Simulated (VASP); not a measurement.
# Bi: single point with r2SCAN

The system is Bi.

```
CELL_PARAMETERS angstrom
4.59545 0.00000 0.00000
0.00000 4.46521 0.00000
-0.34130 0.00000 6.42394
ATOMIC_POSITIONS crystal
Bi 0.25137 0.25000 0.74873
Bi 0.74863 0.75000 0.25127
Bi 0.24989 0.25000 0.24888
Bi 0.75011 0.75000 0.75112
```

```json
{
 "Program": "VASP 6.6.1",
 "Task": "single point",
 "Functional": "r2SCAN",
 "Potentials or basis": "VASP PAW PBE potentials, release 64 (Bi_d)",
 "Cutoff": "520 eV",
 "k mesh": "6 × 6 × 4",
 "Occupations": "fermi-dirac, width 0.05 eV",
 "Spin": "no spin polarisation",
 "Dipole correction": "no",
 "Further INCAR settings": "ALGO = Normal; EDIFF = 1e-06; NBANDS = 38"
}
```

```json
{
 "Pressure": "2.4 GPa",
 "Largest force": "0.005 eV/Å",
 "Band gap on the k mesh": "zero (bands 30 and 31 overlap by 0.38 eV)"
}
```

Forces in eV/Å, atoms in the order of the input:
```
Bi  -0.004  0.000 -0.001
Bi   0.004  0.000  0.001
Bi  -0.004  0.000  0.002
Bi   0.004  0.000 -0.002
```

Stress tensor (GPa, compression positive):
```
1.58 0.00 0.26
0.00 2.22 0.00
0.26 0.00 3.41
```

Levels at points of the mesh, in eV from the Fermi level:
```tsv
k point	band 27	band 28	band 29	band 30	band 31	band 32	band 33	band 34
(0.00, 0.00, 0.00)	-3.34	-2.02	-1.47	-1.36	3.00	3.27	3.37	3.58
(0.50, 0.00, 0.00)	-1.02	-0.98	-0.95	-0.94	0.95	1.00	1.28	1.28
(0.00, 0.50, 0.00)	-1.21	-1.21	-1.18	-1.18	0.75	0.75	0.99	0.99
(0.50, 0.50, 0.00)	-3.71	-3.71	-3.29	-3.29	2.99	2.99	5.36	5.36
(0.00, 0.00, 0.50)	-2.55	-2.54	-1.98	-1.98	2.23	2.24	3.80	3.80
(0.50, 0.00, 0.50)	-0.28	-0.28	-0.20	-0.20	-0.07	-0.07	-0.06	-0.06
(0.00, 0.50, 0.50)	-0.55	-0.55	-0.27	-0.27	-0.25	-0.25	-0.15	-0.15
(0.50, 0.50, 0.50)	-4.68	-4.68	0.13	0.13	0.14	0.14	5.82	5.82
```

Run time: 19 min on 1 thread of Oxide Virtual Turin-like Processor, with other jobs on the host, peak memory 0.34 GiB.

Caveat: the PAW data sets were made with another functional, which shifts forces and pressure a little; spin-orbit coupling is left out, which moves the levels of the heavy elements.
